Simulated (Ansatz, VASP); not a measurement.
BN in VASP and in Ansatz

```
B N
1.0
     2.55894    0.00000    0.00000
    -1.27947    2.17265    0.00000
     0.00000    0.00000   26.00000
B N
1 1
Direct
  0.00063 0.00126 0.50000
  0.66604 0.33208 0.50000
```

Change from the starting cell: strain along x +0.020, atoms relaxed.

Alike in both runs: functional PBE; dispersion D3(BJ); k mesh 12 × 12 × 1; occupations gaussian, width 0.02 eV; no spin polarisation.

Ansatz relaxed the structure, and its values are those at the end. VASP's run is a single point on that final structure, the one shown.

|  | VASP | Ansatz |
| --- | --- | --- |
| version | VASP 6.6.1 | Ansatz 0.2.0 |
| potentials or method | VASP PAW PBE potentials, release 64 (B, N), cutoff 520 eV | scalar-relativistic, plane waves, PAW |
| valence electrons in the cell | 8 | 8 |

```csv
,VASP,Ansatz,Ansatz less VASP
gap on the k mesh at the Fermi level (eV),4.60,4.60,+0.003
least direct gap on the mesh (eV),4.60,4.60,+0.003
rms of the force components (eV/Å),0.003,0.003,+0.0006
```

Ansatz's warnings: stress scf threshold loose.
